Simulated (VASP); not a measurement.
# P (Im-3m) in VASP: notebook

P is run at these levels: PBEsol; tasks: single point.

All numbers are computed with VASP 6.6.1; they aren't measurements. Logs are shortened: lines on timing, memory, paths and dates and some standing lists are left out, and cuts for length are marked.

### 1 The cell of the first run

It takes space group Im-3m (No. 229, cubic). Conventional cell: a = 2.492 Å, b = 2.492 Å, c = 2.492 Å, α = 90.00°, β = 90.00°, γ = 90.00°. Within 2.9 Å of P (site symmetry m-3m) lie 14 P at 2.16 to 2.49 Å.

This isn't the form of P at room conditions, which is orthorhombic.

### 2 Single point, PBEsol

The input, INCAR:

```
PREC = Accurate
ENCUT = 500
EDIFF = 1E-6
ISMEAR = 0
SIGMA = 0.1
LREAL = F
LASPH = T
NELM = 120
ALGO = Normal
ISIF = 2
LWAVE = F
LCHARG = F
GGA = PS
NBANDS = 8
GGA_COMPAT = F
```

The input, KPOINTS:

```
Automatic mesh
0
Gamma
  8 8 8
```

The input, POSCAR:

```
P
1.0
   -1.2461157565      1.2461157565      1.2461157565
    1.2461157565     -1.2461157565      1.2461157565
    1.2461157565      1.2461157565     -1.2461157565
P
1
Direct
    0.0000000000      0.0000000000      0.0000000000
```

Potentials or basis: VASP PAW PBE potentials, release 64 (P).

On the command line:

```console
$ cat potpaw_PBE.64/P/POTCAR > POTCAR
$ mpirun -np 1 vasp_std > vasp.out
```

OUTCAR:

```text
PREC = Accurate
   ENCUT = 500
   EDIFF = 1E-6
   ISMEAR = 0
   LREAL = F
   LASPH = T
   NELM = 120
   ISIF = 2
   GGA = PS

 ion  position               nearest neighbor table
   1  0.000  0.000  0.000-

  LATTYP: Found a body centered cubic cell.
 ALAT       =     2.4922315130

  Lattice vectors:

 A1 = (  -1.2461157565,   1.2461157565,   1.2461157565)
 A2 = (   1.2461157565,  -1.2461157565,   1.2461157565)
 A3 = (   1.2461157565,   1.2461157565,  -1.2461157565)

Analysis of symmetry for initial positions (statically):
=====================================================================
 Subroutine PRICEL returns:
 Original cell was already a primitive cell.

 Routine SETGRP: Setting up the symmetry group for a
 body centered cubic supercell.

 Subroutine GETGRP returns: Found 48 space group operations
 (whereof 48 operations were pure point group operations)
 out of a pool of 48 trial point group operations.

The static configuration has the point symmetry O_h .

Analysis of symmetry for dynamics (positions and initial velocities):
=====================================================================
 Subroutine PRICEL returns:
 Original cell was already a primitive cell.

 Routine SETGRP: Setting up the symmetry group for a
 body centered cubic supercell.

 Subroutine GETGRP returns: Found 48 space group operations
 (whereof 48 operations were pure point group operations)
 out of a pool of 48 trial point group operations.

The dynamic configuration has the point symmetry O_h .

 Subroutine INISYM returns: Found 48 space group operations
 (whereof 48 operations are pure point group operations),
 and found     1 'primitive' translations

----------------------------------------------------------------------------------------

                                     Primitive cell

  volume of cell :       7.7399

  direct lattice vectors                    reciprocal lattice vectors
    -1.246115757  1.246115757  1.246115757     0.000000000  0.401246832  0.401246832
     1.246115757 -1.246115757  1.246115757     0.401246832  0.000000000  0.401246832
     1.246115757  1.246115757 -1.246115757     0.401246832  0.401246832  0.000000000

  length of vectors
     2.158335802  2.158335802  2.158335802     0.567448712  0.567448712  0.567448712

  position of ions in fractional coordinates (direct lattice)
     0.000000000  0.000000000  0.000000000

  ion indices of the primitive-cell ions
   primitive index   ion index
                 1           1

----------------------------------------------------------------------------------------

 KPOINTS: Automatic mesh

Automatic generation of k-mesh.
 Grid dimensions read from file:
 generate k-points for:    8    8    8

 Generating k-lattice:

  Cartesian coordinates                     Fractional coordinates (reciprocal lattice)
     0.000000000  0.050155854  0.050155854     0.125000000  0.000000000  0.000000000
     0.050155854  0.000000000  0.050155854     0.000000000  0.125000000  0.000000000
     0.050155854  0.050155854  0.000000000     0.000000000  0.000000000  0.125000000

  Length of vectors
     0.070931089  0.070931089  0.070931089

  Shift w.r.t. Gamma in fractional coordinates (k-lattice)
     0.000000000  0.000000000  0.000000000

 Subroutine IBZKPT returns following result:
 ===========================================

 Found     29 irreducible k-points:

 Following reciprocal coordinates:
            Coordinates               Weight
  0.000000  0.000000  0.000000      1.000000
  0.125000  0.000000  0.000000     12.000000
  0.250000  0.000000  0.000000     12.000000
  0.375000  0.000000  0.000000     12.000000
  0.500000  0.000000  0.000000      6.000000
  0.125000  0.125000  0.000000     24.000000
[... 16 lines left out ...]
 -0.250000  0.250000  0.250000      6.000000
 -0.375000  0.375000  0.250000     24.000000
 [... further k-points ...]
   k-points           NKPTS =     29   k-points in BZ     NKDIM =     29   number of bands    NBANDS=      8
   number of dos      NEDOS =    301   number of ions     NIONS =      1
   total plane-waves  NPLWV =   4096
   dimension x,y,z NGX =    16 NGY =   16 NGZ =   16
   dimension x,y,z NGXF=    32 NGYF=   32 NGZF=   32
   ions per type =               1
   NGX,Y,Z   is equivalent  to a cutoff of  12.32, 12.32, 12.32 a.u.
   NGXF,Y,Z  is equivalent  to a cutoff of  24.65, 24.65, 24.65 a.u.
 SYSTEM =  unknown system
   PREC   = accura    normal or accurate (medium, high low for compatibility)
   ISTART =      0    job   : 0-new  1-cont  2-samecut
   ICHARG =      2    charge: 1-file 2-atom 10-const
   ISPIN  =      1    spin polarized calculation?
   LNONCOLLINEAR =      F non collinear calculations
   LSORBIT =      F    spin-orbit coupling
   LASPH  =      T    aspherical Exc in radial PAW
   ENCUT  =  500.0 eV  36.75 Ry    6.06 a.u.   3.94  3.94  3.94*2*pi/ulx,y,z
   NELM   =    120;   NELMIN=  2; NELMDL= -5     # of ELM steps
   EDIFF  = 0.1E-05   stopping-criterion for ELM
   LREAL  =      F    real-space projection
   EDIFFG = 0.1E-04   stopping-criterion for IOM
   NSW    =      0    number of steps for IOM
   IBRION =     -1    ionic relax: 0-MD 1-quasi-New 2-CG
   NFREE  =      0    steps in history (QN), initial steepest desc. (CG)
   ISIF   =      2    stress and relaxation
   ISYM   =      2    0-nonsym 1-usesym 2-fastsym
   POTIM  = 0.5000    time-step for ionic-motion
   TEBEG  =    0.0;   TEEND  =   0.0 temperature during run
   PSTRESS=    0.0 pullay stress
   NELECT =       5.0000    total number of electrons
   NUPDOWN=      -1.0000    fix difference up-down
   EMIN   =  10.00;   EMAX   =-10.00  energy-range for DOS
   EFERMI =   0.00;   METHOD = LEGACY
   ISMEAR =     0;   SIGMA  =   0.10  broadening in eV -4-tet -1-fermi 0-gaus
   EFERMI_NEDOS =   21; number of points for ismear=-14 and -15
   IALGO  =     38    algorithm
   IMIX   =      4    mixing-type and parameters
     AMIX     =   0.40;   BMIX     =  1.00
     AMIX_MAG =   1.60;   BMIX_MAG =  1.00
  volume/ion in A,a.u.               =       7.74        52.23
  Fermi-wavevector in a.u.,A,eV,Ry     =   1.415206  2.674352 27.249873  2.002809
  Thomas-Fermi vector in A             =   2.536669
   LORBIT       =      0    0 simple, 1 ext, 2 COOP (PROOUT), +10 PAW based schemes
   GGA     = PS    functional components
   LHFCALC =     F    Hartree Fock is set to
   AEXX    =    0.0000 exact exchange contribution
   IVDW    =     0    specifies the selected vdW correction
   LEPSILON=     F    determine dielectric tensor
   LRPA    =     F    only Hartree local field effects (RPA)
 non-spin polarized calculation
 Gauss-broadening in eV      SIGMA  =   0.10
  energy-cutoff  :      500.00
  volume of cell :        7.74
 maximum number of plane-waves:       212
   NGX =  7   NGY =  7   NGZ =  7

 number of electron       4.9999999 magnetization

 Free energy of the ion-electron system (eV)
  ---------------------------------------------------
  ext. energy  EPLUGINS =         0.00000000
  ---------------------------------------------------
  free energy    TOTEN  =        -2.91384333 eV

  energy without entropy =       -2.91020362  energy(sigma->0) =       -2.91202348

 E-fermi :  21.2957     XC(G=0): -14.4226

 val. band max:       21.2514443419   @ k =   0.2500   0.1250   0.1250
 cond. band min:      21.3155915883   @ k =   0.5000   0.5000   0.3750
 fundamental gap:      0.0641472464
 Fermi energy:        21.2957485512

 k-point     1 :       0.0000    0.0000    0.0000
  band No.  band energies     occupation
      1      -3.4066      2.00000
      2      35.1242      0.00000
      3      35.1242      0.00000
      4      35.1242      0.00000
      5      36.8336      0.00000
      6      36.8336      0.00000
      7      36.8336      0.00000
      8      40.8930      0.00000

 k-point     2 :       0.1250    0.0000    0.0000
  band No.  band energies     occupation
      1      -2.6891      2.00000
      2      29.1241      0.00000
      3      31.8261      0.00000
      4      33.1136      0.00000
      5      35.2329      0.00000
      6      37.6119      0.00000
      7      39.7518      0.00000
      8      41.0069      0.00000

 k-point     3 :       0.2500    0.0000    0.0000
  band No.  band energies     occupation
      1      -0.5517      2.00000
      2      21.1574      1.94957
      3      29.0008      0.00000
      4      30.1718      0.00000
      5      32.7025      0.00000
      6      35.2281      0.00000
      7      42.4861      0.00000
      8      42.7651      0.00000

 k-point     4 :       0.3750    0.0000    0.0000
  band No.  band energies     occupation
      1       2.9592      2.00000
      2      13.9476      2.00000
      3      27.3182      0.00000
      4      28.1866      0.00000
      5      30.9768      0.00000
      6      33.6632      0.00000
      7      45.0877      0.00000
      8      46.4996      0.00000

 k-point     5 :       0.5000    0.0000    0.0000
  band No.  band energies     occupation
      1       7.3056      2.00000
      2       8.3541      2.00000
      3      26.7610      0.00000
      4      27.5047      0.00000
      5      30.3848      0.00000
      6      33.1082      0.00000
      7      47.2786      0.00000
      8      49.4108      0.00000
[... 177 lines left out ...]
 k-point    22 :       0.2500    0.2500    0.2500
  band No.  band energies     occupation
      1      12.6846      2.00000
      2      12.6846      2.00000
      3      12.6846      2.00000
      4      15.2972      2.00000
      5      48.8713      0.00000
      6      48.8713      0.00000
      7      50.4050      0.00000
      8      50.4050      0.00000

 k-point    23 :      -0.2500    0.2500    0.2500
  band No.  band energies     occupation
      1       2.2643      2.00000
      2      21.9920      0.00000
      3      21.9920      0.00000
      4      25.4078      0.00000
      5      27.4945      0.00000
      6      40.8784      0.00000
      7      42.8367      0.00000
      8      44.4741      0.00000

 k-point    24 :      -0.3750    0.3750    0.2500
  band No.  band energies     occupation
      1       5.7256      2.00000
      2      16.4359      2.00000
      3      20.1110      2.00000
      4      24.2933      0.00000
      5      28.1376      0.00000
      6      37.3305      0.00000
      7      40.5700      0.00000
      8      45.8297      0.00000

 [... further k-points ...]

------------------------ aborting loop because EDIFF is reached ----------------------------------------

  FORCE on cell =-STRESS in cart. coord.  units (eV):
  Direction    XX          YY          ZZ          XY          YZ          ZX
  --------------------------------------------------------------------------------------
  -------------------------------------------------------------------------------------
  Total        9.6828817      9.6828817      9.6828817      0.0000000      0.0000000     -0.0000000
  in kB     2004.3799802   2004.3799802   2004.3799802      0.0000000      0.0000000     -0.0000000
  external PRESSURE =    2004.3799802 kB  Pullay stress =       0.0000000 kB

 VOLUME and BASIS-vectors are now :
 -----------------------------------------------------------------------------
  energy-cutoff  :      500.00
  volume of cell :        7.74
      direct lattice vectors                 reciprocal lattice vectors
    -1.246115757  1.246115757  1.246115757     0.000000000  0.401246832  0.401246832
     1.246115757 -1.246115757  1.246115757     0.401246832  0.000000000  0.401246832
     1.246115757  1.246115757 -1.246115757     0.401246832  0.401246832  0.000000000

 POSITION                                       TOTAL-FORCE (eV/Angst)
 -----------------------------------------------------------------------------------
      0.00000      0.00000      0.00000         0.000000      0.000000      0.000000
 -----------------------------------------------------------------------------------
    total drift:                               -0.000000      0.000000      0.000000

  FREE ENERGIE OF THE ION-ELECTRON SYSTEM (eV)
  ---------------------------------------------------
  free  energy   TOTEN  =        -2.9138433288 eV

  energy  without entropy=       -2.9102036239  energy(sigma->0) =       -2.91202348
```

It took 4.7 s on 1 thread of Intel Xeon Platinum 8375C at 2.90GHz (Ice Lake), shared host; peak memory 0.1 GiB.

What came out:

```yaml
Free_energy: -2.9138 eV
Pressure: 200.4 GPa
Band_gap_on_the_k_mesh: zero (an odd number of electrons rules out a gap without spin polarisation)
```

Caveat: the k points lie up to 0.45 Å⁻¹ apart, too coarse for converged energies and pressures of a metal; the PAW data sets were made with another functional, which shifts forces and pressure a little; an odd number of electrons without spin polarisation forces a metal; a magnetic or distorted state may lie lower.

[end of part 1 of 2]

The gap in the log of VASP goes by the Fermi energy; the results here count the filled bands.